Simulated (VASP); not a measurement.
Write the native input for VASP 6.6.1 that does the following.

* Task: single point
* Functional: PBE
* Potentials or basis: VASP PAW PBE potentials, release 64 (Na_pv, Cl)
* Cutoff: 520 eV
* k mesh: 4 × 4 × 4
* Occupations: gaussian, width 0.1 eV
* Spin: no spin polarisation
* Dipole correction: no
* Further INCAR settings: ALGO = Normal; EDIFF = 1e-06; NBANDS = 26

The structure of Na3Cl2 lies in POSCAR:

```
Na3Cl2
1.0
    1.8222511630    -10.5302709135      0.0000000000
    1.8222511630     10.5302709135      0.0000000000
    0.0000000000      0.0000000000      3.6525101005
Na Cl
3 2
Direct
    0.5000000000      0.5000000000      0.0000000000
    0.3310110000      0.6689890000      0.0000000000
    0.6689890000      0.3310110000      0.0000000000
    0.9134020000      0.0865980000      0.5000000000
    0.0865980000      0.9134020000      0.5000000000
```

These files were run (other wordings do the same):

INCAR

```
  ALGO = Normal
  EDIFF = 1E-6
  ENCUT = 520
  GGA = PE
  ISIF = 2
  ISMEAR = 0
  LASPH = T
  LCHARG = F
  LREAL = F
  LWAVE = F
  NBANDS = 26
  NELM = 60
  PREC = Accurate
  SIGMA = 0.1
```

KPOINTS

```
k-points
0
Gamma
  4 4 4
```

Potentials or basis: VASP PAW PBE potentials, release 64 (Na_pv, Cl).

Launch:

```sh
$ cat potpaw_PBE.64/Na_pv/POTCAR potpaw_PBE.64/Cl/POTCAR > POTCAR
$ mpirun -np 1 vasp_std > vasp.out
```

It gave:

| Property | Result |
| --- | --- |
| Pressure | -1.5 GPa |
| Largest force | 0.103 eV/Å |
| Band gap on the k mesh | zero (an odd number of electrons rules out a gap without spin polarisation) |

Caveat: the k points lie up to 0.44 Å⁻¹ apart, too coarse for converged energies and pressures of a metal; an odd number of electrons without spin polarisation forces a metal; a magnetic or distorted state may lie lower.

Run time: 3.2 min on 1 thread of Intel Xeon 8259CL (shared host), peak memory 0.43 GiB.
